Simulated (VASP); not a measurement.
# Si4B (P6/mmm) in VASP: notebook

Runs on Si4B. Level: PBE. Tasks: single point, relaxation of cell and atoms.

Everything below comes from runs of VASP 6.6.1. Logs are shortened: lines on timing, memory, paths and dates and some standing lists are left out, and cuts for length are marked.

### Step 1. The cell of the first run

Symmetry: P6/mmm, No. 191, hexagonal system. The conventional cell has a = 3.457 Å, b = 3.457 Å, c = 6.812 Å, α = 90.00°, β = 90.00°, γ = 120.00°. Si (site symmetry mmm) has 4 Si at 1.73 Å and 2 B at 1.73 Å within 2.3 Å. Within 4.6 Å of Si (site symmetry 6/mmm) lie 2 B at 3.41 Å and 30 Si at 3.46 to 4.53 Å. B (site symmetry 6/mmm) has 6 Si at 1.73 Å within 2.3 Å.

The cell was built from a structure type or drawn by symmetry, and may not be a known phase.

### Step 2. Single point, PBE

INCAR reads:

```
SYSTEM = Si4B
PREC = Accurate ; ENCUT = 520
EDIFF = 1E-6 ; ISMEAR = 0
SIGMA = 0.1 ; LREAL = .False.
LASPH = .True. ; NELM = 100
ALGO = Normal ; ISIF = 2
LWAVE = .False. ; LCHARG = .False.
GGA = PE ; NBANDS = 18
```

KPOINTS reads:

```
Automatic mesh
0
Gamma
  6 6 4
  0 0 0
```

POSCAR reads:

```
Si4B
1.0
    3.4572769000      0.0000000000      0.0000000000
   -1.7286384500      2.9940896200      0.0000000000
    0.0000000000      0.0000000000      6.8119955800
Si B
4 1
Direct
    0.5000000000      0.0000000000      0.0000000000
    0.0000000000      0.5000000000      0.0000000000
    0.5000000000      0.5000000000      0.0000000000
    0.0000000000      0.0000000000      0.5000000000
    0.0000000000      0.0000000000      0.0000000000
```

Potentials or basis: VASP PAW PBE potentials, release 64 (Si, B).

Run with:

```console
$ cat potpaw_PBE.64/Si/POTCAR potpaw_PBE.64/B/POTCAR > POTCAR
$ mpirun -np 1 vasp_std > vasp.out
```

OUTCAR:

```text
SYSTEM = Si4B
   PREC = Accurate
   ENCUT = 520
   EDIFF = 1E-6
   ISMEAR = 0
   LREAL = .False.
   LASPH = .True.
   NELM = 100
   ISIF = 2
   GGA = PE

 ion  position               nearest neighbor table
   1  0.500  0.000  0.000-   2 1.73   3 1.73   3 1.73   2 1.73   5 1.73   5 1.73   2 2.99   2 2.99
                             3 2.99   3 2.99
   2  0.000  0.500  0.000-   1 1.73   5 1.73   5 1.73   1 1.73   3 1.73   3 1.73   3 2.99   3 2.99
                             1 2.99   1 2.99
   3  0.500  0.500  0.000-   1 1.73   5 1.73   1 1.73   5 1.73   2 1.73   2 1.73   2 2.99   2 2.99
                             1 2.99   1 2.99
   4  0.000  0.000  0.500-
   5  0.000  0.000  0.000-   2 1.73   3 1.73   2 1.73   3 1.73   1 1.73   1 1.73

  LATTYP: Found a hexagonal cell.
 ALAT       =     3.4572769000
 C/A-ratio  =     1.9703355493

  Lattice vectors:

 A1 = (   3.4572769000,   0.0000000000,   0.0000000000)
 A2 = (  -1.7286384500,   2.9940896200,   0.0000000000)
 A3 = (   0.0000000000,   0.0000000000,   6.8119955800)

Analysis of symmetry for initial positions (statically):
=====================================================================
 Subroutine PRICEL returns:
 Original cell was already a primitive cell.

 Routine SETGRP: Setting up the symmetry group for a
 hexagonal supercell.

 Subroutine GETGRP returns: Found 24 space group operations
 (whereof 24 operations were pure point group operations)
 out of a pool of 24 trial point group operations.

The static configuration has the point symmetry D_6h.

Analysis of symmetry for dynamics (positions and initial velocities):
=====================================================================
 Subroutine PRICEL returns:
 Original cell was already a primitive cell.

 Routine SETGRP: Setting up the symmetry group for a
 hexagonal supercell.

 Subroutine GETGRP returns: Found 24 space group operations
 (whereof 24 operations were pure point group operations)
 out of a pool of 24 trial point group operations.

The dynamic configuration has the point symmetry D_6h.

 Subroutine INISYM returns: Found 24 space group operations
 (whereof 24 operations are pure point group operations),
 and found     1 'primitive' translations

----------------------------------------------------------------------------------------

                                     Primitive cell

  volume of cell :      70.5137

  direct lattice vectors                    reciprocal lattice vectors
     3.457276900  0.000000000  0.000000000     0.289244984  0.166995669  0.000000000
    -1.728638450  2.994089620  0.000000000     0.000000000  0.333991339  0.000000000
[... 94 lines left out ...]
   ISYM   =      2    0-nonsym 1-usesym 2-fastsym
   POTIM  = 0.5000    time-step for ionic-motion
   TEBEG  =    0.0;   TEEND  =   0.0 temperature during run
   PSTRESS=    0.0 pullay stress
   NELECT =      19.0000    total number of electrons
   NUPDOWN=      -1.0000    fix difference up-down
   EMIN   =  10.00;   EMAX   =-10.00  energy-range for DOS
   EFERMI =   0.00;   METHOD = LEGACY
   ISMEAR =     0;   SIGMA  =   0.10  broadening in eV -4-tet -1-fermi 0-gaus
   EFERMI_NEDOS =   21; number of points for ismear=-14 and -15
   IALGO  =     38    algorithm
   IMIX   =      4    mixing-type and parameters
     AMIX     =   0.40;   BMIX     =  1.00
     AMIX_MAG =   1.60;   BMIX_MAG =  1.00
  volume/ion in A,a.u.               =      14.10        95.17
  Fermi-wavevector in a.u.,A,eV,Ry     =   1.057389  1.998176 15.212296  1.118072
  Thomas-Fermi vector in A             =   2.192660
   LORBIT       =      0    0 simple, 1 ext, 2 COOP (PROOUT), +10 PAW based schemes
   GGA     = PE    functional components
   LHFCALC =     F    Hartree Fock is set to
   AEXX    =    0.0000 exact exchange contribution
   IVDW    =     0    specifies the selected vdW correction
   LEPSILON=     F    determine dielectric tensor
   LRPA    =     F    only Hartree local field effects (RPA)
 non-spin polarized calculation
 Gauss-broadening in eV      SIGMA  =   0.10
  energy-cutoff  :      520.00
  volume of cell :       70.51
 maximum number of plane-waves:      1919
 NGX is ok and might be reduce to    28
   NGX = 13   NGY = 13   NGZ = 25

 number of electron      19.0000000 magnetization

 Free energy of the ion-electron system (eV)
  ---------------------------------------------------
  ext. energy  EPLUGINS =         0.00000000
  ---------------------------------------------------
  free energy    TOTEN  =         3.59138195 eV

  energy without entropy =        3.60443147  energy(sigma->0) =        3.59790671

 E-fermi :   7.5277     XC(G=0):  -9.9374

 val. band max:        7.3998397202   @ k =   0.3333  -0.0000   0.5000
 cond. band min:       7.5605890824   @ k =   0.1667  -0.0000   0.0000
 fundamental gap:      0.1607493622
 Fermi energy:         7.5277389443

 k-point     1 :       0.0000    0.0000    0.0000
  band No.  band energies     occupation
      1     -11.4956      2.00000
      2      -1.4775      2.00000
      3      -0.8978      2.00000
      4      -0.8978      2.00000
      5      -0.6397      2.00000
      6      -0.2435      2.00000
[... 418 lines left out ...]
      5       3.2047      2.00000
      6       3.2047      2.00000
[... 10 lines left out ...]
     17      16.9895      0.00000
     18      16.9895      0.00000

------------------------ aborting loop because EDIFF is reached ----------------------------------------

  FORCE on cell =-STRESS in cart. coord.  units (eV):
  Direction    XX          YY          ZZ          XY          YZ          ZX
  --------------------------------------------------------------------------------------
  -------------------------------------------------------------------------------------
  Total      106.0344574    106.0344571     -1.6062318      0.0000000      0.0000000      0.0000000
  in kB     2409.2633993   2409.2633939    -36.4960185      0.0000000      0.0000000      0.0000000
  external PRESSURE =    1594.0102582 kB  Pullay stress =       0.0000000 kB

 VOLUME and BASIS-vectors are now :
 -----------------------------------------------------------------------------
  energy-cutoff  :      520.00
  volume of cell :       70.51
      direct lattice vectors                 reciprocal lattice vectors
     3.457276900  0.000000000  0.000000000     0.289244984  0.166995669  0.000000000
    -1.728638450  2.994089620  0.000000000     0.000000000  0.333991339  0.000000000
     0.000000000  0.000000000  6.811995580     0.000000000  0.000000000  0.146799860

 POSITION                                       TOTAL-FORCE (eV/Angst)
 -----------------------------------------------------------------------------------
      1.72864      0.00000      0.00000        -0.000000      0.000000      0.000000
     -0.86432      1.49704      0.00000        -0.000000      0.000000      0.000000
      0.86432      1.49704      0.00000        -0.000000      0.000000      0.000000
      0.00000      0.00000      3.40600        -0.000000      0.000000      0.000000
      0.00000      0.00000      0.00000         0.000000      0.000000      0.000000
 -----------------------------------------------------------------------------------
    total drift:                                0.000000     -0.000000     -0.000000

  FREE ENERGIE OF THE ION-ELECTRON SYSTEM (eV)
  ---------------------------------------------------
  free  energy   TOTEN  =         3.5913819520 eV

  energy  without entropy=        3.6044314660  energy(sigma->0) =        3.59790671
```

stdout:

```text
POSCAR found type information on POSCAR SiB
 POSCAR found :  2 types and       5 ions
 scaLAPACK will be used
 LDA part: xc-table for (Slater+PW92), standard interpolation
 POSCAR, INCAR and KPOINTS ok, starting setup
 FFT: planning ... GRIDC
 FFT: planning ... GRID_SOFT
 FFT: planning ... GRID
 WAVECAR not read
 entering main loop
```

Wall time 17 s (1 thread of Intel Xeon 6975P-C (Granite Rapids), shared host); peak memory 0.19 GiB.

What came out:

```
Free energy            : 3.5914 eV
Pressure               : 159.4 GPa
Band gap on the k mesh : zero (an odd number of electrons rules out a gap without spin polarisation)
```

Levels at points of the mesh, in eV from the Fermi level:
```tsv
k point	band 7	band 8	band 9	band 10	band 11	band 12	band 13	band 14
(0.00, 0.00, 0.00)	-4.00	-0.93	-0.93	-0.24	2.06	3.38	4.43	4.43
(0.50, 0.00, 0.00)	-5.02	-2.38	-0.92	1.11	1.78	2.67	3.25	3.62
(0.00, 0.00, 0.50)	-4.00	-2.17	-0.92	-0.92	3.37	4.25	4.25	4.96
(0.50, 0.00, 0.50)	-4.49	-1.77	-0.94	0.43	1.17	2.19	2.87	3.62
```

Caveat: the cell stands under pressure.

### Step 3. Single point, PBE

This run uses another cell than the first one, of 16.42 Å³/atom.

INCAR reads:

```
SYSTEM = Si4B
PREC = Accurate ; ENCUT = 520
EDIFF = 1E-6 ; ISMEAR = 0
SIGMA = 0.1 ; LREAL = .FALSE.
LASPH = .TRUE. ; NELM = 100
ALGO = Normal ; ISIF = 2
LWAVE = .FALSE. ; LCHARG = .FALSE.
GGA = PE ; NBANDS = 18
```

KPOINTS reads:

```
regular mesh
0
G
  6 6 4
  0 0 0
```

Changes to POSCAR since step 2:

```diff
@@ -2,5 +2,5 @@
 1.0
-    3.4572769000      0.0000000000      0.0000000000
-   -1.7286384500      2.9940896200      0.0000000000
-    0.0000000000      0.0000000000      6.8119955800
+    4.9231411053      0.0000000000      0.0000000000
+   -2.4615705527      4.2635652636      0.0000000000
+    0.0000000000      0.0000000000      3.9111244911
 Si B
```

Potentials or basis: VASP PAW PBE potentials, release 64 (Si, B).

Run with:

```console
$ cat potpaw_PBE.64/Si/POTCAR potpaw_PBE.64/B/POTCAR > POTCAR
$ mpirun -np 1 vasp_std > vasp.out
```

Wall time 16 s (1 thread of Intel Xeon 6975P-C (Granite Rapids), shared host); peak memory 0.21 GiB.

The run converged. Its results:

- Free energy: -23.2954 eV
- Pressure: 0.0 GPa
- Band gap on the k mesh: zero (an odd number of electrons rules out a gap without spin polarisation)

Levels at points of the mesh, in eV from the Fermi level:
| k point | band 6 | band 7 | band 8 | band 9 | band 10 | band 11 | band 12 | band 13 | band 14 | band 15 |
| --- | --- | --- | --- | --- | --- | --- | --- | --- | --- | --- |
| (0.00, 0.00, 0.00) | -5.27 | -4.68 | -4.68 | -1.75 | 0.16 | 3.18 | 3.18 | 3.86 | 3.86 | 5.19 |
| (0.50, 0.00, 0.00) | -2.16 | -1.46 | -0.87 | 0.12 | 0.17 | 0.35 | 1.45 | 1.53 | 2.58 | 2.85 |
| (0.00, 0.00, 0.50) | -5.38 | -3.99 | -3.99 | -2.41 | -0.94 | -0.94 | 0.81 | 0.81 | 3.15 | 5.00 |
| (0.50, 0.00, 0.50) | -4.74 | -2.07 | -1.45 | -0.55 | -0.06 | 0.87 | 1.00 | 3.57 | 4.08 | 4.24 |

Caveat: the k points lie up to 0.40 Å⁻¹ apart, too coarse for converged energies and pressures of a metal.

### Step 4. Relaxation of cell and atoms, PBE

INCAR reads:

```
SYSTEM = Si4B
ALGO = Normal ; EDIFF = 1E-7
EDIFFG = -0.04 ; ENCUT = 600
GGA = PE ; IBRION = 2
ISIF = 3 ; ISMEAR = 0
LASPH = .TRUE. ; LCHARG = .FALSE.
LREAL = .FALSE. ; LWAVE = .FALSE.
NELM = 100 ; NSW = 90
PREC = Accurate ; SIGMA = 0.1
```

KPOINTS reads:

```
k-points
0
G
  6 6 4
  0 0 0
```

Changes to POSCAR since step 3:

```diff
@@ -2,5 +2,5 @@
 1.0
-    4.9231411053      0.0000000000      0.0000000000
-   -2.4615705527      4.2635652636      0.0000000000
-    0.0000000000      0.0000000000      3.9111244911
+    3.4572769000      0.0000000000      0.0000000000
+   -1.7286384500      2.9940896200      0.0000000000
+    0.0000000000      0.0000000000      6.8119955800
 Si B
```

Run with:

```console
$ cat potpaw_PBE.64/Si/POTCAR potpaw_PBE.64/B/POTCAR > POTCAR
$ mpirun -np 1 vasp_std > vasp.out
```

Run time: 3.9 min. Hardware: 1 thread of Intel Xeon 6975P-C (Granite Rapids), shared host; peak memory 0.2 GiB.

The run converged. Its results:

* Free energy: -23.2755 eV
* Relaxed volume: 16.40 Å³/atom
* Relaxed cell: a = 4.919 Å, b = 4.919 Å, c = 3.912 Å, α = 90.00°, β = 90.00°, γ = 120.00°
* Space group after relaxing (to 0.1 Å): P6/mmm (No. 191)
* Energy gained by relaxing: 5372.9 meV/atom
* Ionic steps: 24
* Pressure after relaxing: 0.0 GPa
* Band gap on the k mesh: zero (an odd number of electrons rules out a gap without spin polarisation)

Step by step:
| step | energy change (eV) | largest force (eV/Å) | pressure (GPa) | volume (Å³) |
| --- | --- | --- | --- | --- |
| 1 | 0.0000 | 0.0000 | 159.40 | 70.51 |
| 2 | -15.0578 | 0.0000 | -6.55 | 284.15 |
| 3 | -16.6159 | 0.0000 | -7.36 | 253.33 |
| 4 | -18.0691 | 0.0000 | -8.13 | 227.36 |
| 5 | -23.3689 | 0.0000 | -5.93 | 138.02 |
| 6 | -22.5423 | 0.0000 | 12.88 | 106.85 |
| 7 | -23.5376 | 0.0000 | -4.37 | 130.97 |
| 8 | -23.5842 | 0.0000 | -2.56 | 124.67 |
| 9 | -23.5836 | 0.0000 | -2.77 | 125.91 |
| 10 | -23.9200 | 0.0000 | -2.93 | 119.79 |
| 11 | -25.1205 | 0.0000 | -2.59 | 102.48 |
| 12 | -25.8733 | 0.0000 | 22.80 | 67.20 |
| 13 | -26.0221 | 0.0000 | -1.13 | 90.58 |
| 14 | -26.4000 | 0.0000 | 5.09 | 78.94 |
| 15 | -26.5006 | 0.0000 | 8.74 | 75.32 |
| 16 | -26.4217 | 0.0000 | 14.46 | 71.26 |
| 17 | -26.5099 | 0.0000 | 10.18 | 74.29 |
| 18 | -26.6269 | 0.0000 | 9.88 | 73.93 |
| 19 | -26.6279 | 0.0000 | 9.92 | 73.88 |
| 20 | -26.7326 | 0.0000 | 7.16 | 75.86 |
| 21 | -26.8623 | 0.0000 | 0.34 | 81.69 |
| 22 | -26.8626 | 0.0000 | 0.06 | 81.98 |
| 23 | -26.8638 | 0.0000 | 0.04 | 81.98 |
| 24 | -26.8647 | 0.0000 | 0.01 | 81.99 |

Final structure:
```yaml
crystal:
  lattice:
    - [4.91918, 0.00000, 0.00000]
    - [-2.45959, 4.26013, 0.00000]
    - [0.00000, 0.00000, 3.91235]
  atoms:
    - { symbol: Si, position: [0.50000, 0.00000, 0.00000] }
    - { symbol: Si, position: [0.00000, 0.50000, 0.00000] }
    - { symbol: Si, position: [0.50000, 0.50000, 0.00000] }
    - { symbol: Si, position: [0.00000, 0.00000, 0.50000] }
    - { symbol: B, position: [0.00000, 0.00000, 0.00000] }
```

Levels at points of the mesh, in eV from the Fermi level:
```
           k point  band 7  band 8  band 9  band 10  band 11  band 12  band 13
(0.00, 0.00, 0.00)   -4.68   -4.68   -1.77     0.15     3.17     3.17     3.86
(0.50, 0.00, 0.00)   -1.46   -0.89    0.13     0.18     0.35     1.44     1.51
(0.00, 0.00, 0.50)   -3.99   -3.99   -2.41    -0.94    -0.94     0.82     0.82
(0.50, 0.00, 0.50)   -2.08   -1.45   -0.55    -0.05     0.87     1.01     3.58
```

Caveat: the volume moved by over 15 % at a fixed basis, so the end points are rough.

(Continued in part 2 of 2.)
